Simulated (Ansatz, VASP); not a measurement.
## One calculation of BaTiO3, two programs

File INCAR:

```
SYSTEM = BaTiO3
PREC = Accurate
ENCUT = 520
EDIFF = 1E-6
ISMEAR = 0
SIGMA = 0.05
LREAL = .FALSE.
LASPH = .TRUE.
NELM = 60
ALGO = Normal
ISIF = 2
LWAVE = .FALSE.
LCHARG = .TRUE.
GGA = PE
LELF = .TRUE.
LVHAR = .TRUE.
NBANDS = 28
```

Contents of KPOINTS:

```
regular mesh
0
G
  8 8 8
  0 0 0
```

File POSCAR:

```
BaTiO3
1.0
    4.2429712129      0.0000000000      0.0000000000
    0.0000000000      4.2429712129      0.0000000000
    0.0000000000      0.0000000000      3.6065699116
Ba Ti O
1 1 3
Direct
    0.0000000000      0.0000000000      0.0000000000
    0.5000000000      0.5000000000      0.5000000000
    0.5000000000      0.5000000000      0.0000000000
    0.5000000000      0.0000000000      0.5000000000
    0.0000000000      0.5000000000      0.5000000000
```

Input for Ansatz:

```yaml
crystal:
  lattice:
    - [4.2429712129, 0.0, 0.0]
    - [0.0, 4.2429712129, 0.0]
    - [0.0, 0.0, 3.6065699116]
  atoms:
    - { symbol: Ba, position: [0.0, 0.0, 0.0] }
    - { symbol: Ti, position: [0.5, 0.5, 0.5] }
    - { symbol: O, position: [0.5, 0.5, 0.0] }
    - { symbol: O, position: [0.5, 0.0, 0.5] }
    - { symbol: O, position: [0.0, 0.5, 0.5] }
basis:
  ecutwfc: 420
kpoints:
  mp_grid: { grid: [8, 8, 8] }
hamiltonian:
  xc: pbe
scf:
  occupations: { method: gaussian, width: 0.05 }
output:
  forces: true
  stress: true
  eigenvalues: true
```

Alike in both runs: task single point; functional PBE; k mesh 8 × 8 × 8; occupations gaussian, width 0.05 eV; no spin polarisation.

|  | VASP | Ansatz |
| --- | --- | --- |
| version | VASP 6.6.1 | Ansatz 0.2.0 |
| potentials or method | VASP PAW PBE potentials, release 64 (Ba_sv, Ti_sv, O), cutoff 520 eV | scalar-relativistic, plane waves, PAW |
| valence electrons in the cell | 40 | 40 |

Ansatz gave:

- gap on the k mesh at the Fermi level (eV): 1.48
- least direct gap on the mesh (eV): 1.58
- pressure (GPa): 6.4
- traceless stress, the component that is largest in VASP (GPa): 26.86

Question: Estimate VASP's values.

Answer: gap on the k mesh at the Fermi level (eV): 1.42; least direct gap on the mesh (eV): 1.54; pressure (GPa): 8.1; traceless stress, the component that is largest in VASP (GPa): 27.41.

The functional is the same, so the differences come from potentials, cutoffs and numerics.

Neither program's run includes spin-orbit coupling.
